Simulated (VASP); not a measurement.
Wanted: the native input for a VASP 6.6.1 run.

```
Task                   : single point
Functional             : r2SCAN
Potentials or basis    : VASP PAW PBE potentials, release 64 (Ga_d, P)
Cutoff                 : 520 eV
k mesh                 : 6 × 6 × 6
Occupations            : fermi-dirac, width 0.1 eV
Spin                   : no spin polarisation
Dipole correction      : no
Further INCAR settings : ALGO = Normal; EDIFF = 1e-06; NBANDS = 16
```

GaP:

```xyz
2
Lattice="0.0000 2.7611 2.7611 2.7611 0.0000 2.7611 2.7611 2.7611 0.0000" Properties=species:S:1:pos:R:3 pbc="T T T"
Ga    0.0000    0.0000    0.0000
P     1.3806    1.3806    1.3806
```

The input as run:

POSCAR

```
GaP
1.0
    0.0000000000      2.7611126653      2.7611126653
    2.7611126653      0.0000000000      2.7611126653
    2.7611126653      2.7611126653      0.0000000000
Ga P
1 1
Direct
    0.0000000000      0.0000000000      0.0000000000
    0.2500000000      0.2500000000      0.2500000000
```

INCAR.step1

```
SYSTEM = GaP
PREC = Accurate ; ENCUT = 520
ISMEAR = -1 ; SIGMA = 0.1
LREAL = .FALSE. ; LASPH = .TRUE.
NELM = 100 ; NBANDS = 16
GGA = PE ; ALGO = Normal
EDIFF = 1E-4 ; LWAVE = .TRUE.
LCHARG = .FALSE.
```

INCAR.step2

```
SYSTEM = GaP
PREC = Accurate ; ENCUT = 520
EDIFF = 1E-6 ; ISMEAR = -1
SIGMA = 0.1 ; LREAL = .FALSE.
LASPH = .TRUE. ; NELM = 100
ALGO = Normal ; ISIF = 2
LWAVE = .FALSE. ; LCHARG = .FALSE.
METAGGA = R2SCAN ; LMIXTAU = .TRUE.
NBANDS = 16 ; ISTART = 1
```

KPOINTS

```
Automatic mesh
0
G
  6 6 6
  0 0 0
```

Potentials or basis: VASP PAW PBE potentials, release 64 (Ga_d, P).

Launch:

```bash
$ cat potpaw_PBE.64/Ga_d/POTCAR potpaw_PBE.64/P/POTCAR > POTCAR
$ cp INCAR.step1 INCAR
$ mpirun -np 1 vasp_std > vasp.out
$ cp INCAR.step2 INCAR
$ mpirun -np 1 vasp_std > vasp.out
```

It gave:

- Pressure: -3.2 GPa
- Band gap on the k mesh: 1.91 eV, indirect (least direct gap 2.00 eV)

Caveat: the PAW data sets were made with another functional, which shifts forces and pressure a little.

Wall time 45 s on 1 thread of Intel(R) Xeon(R) Platinum 8375C CPU @ 2.90GHz (Ice Lake), on a shared host, peak memory 0.17 GiB.
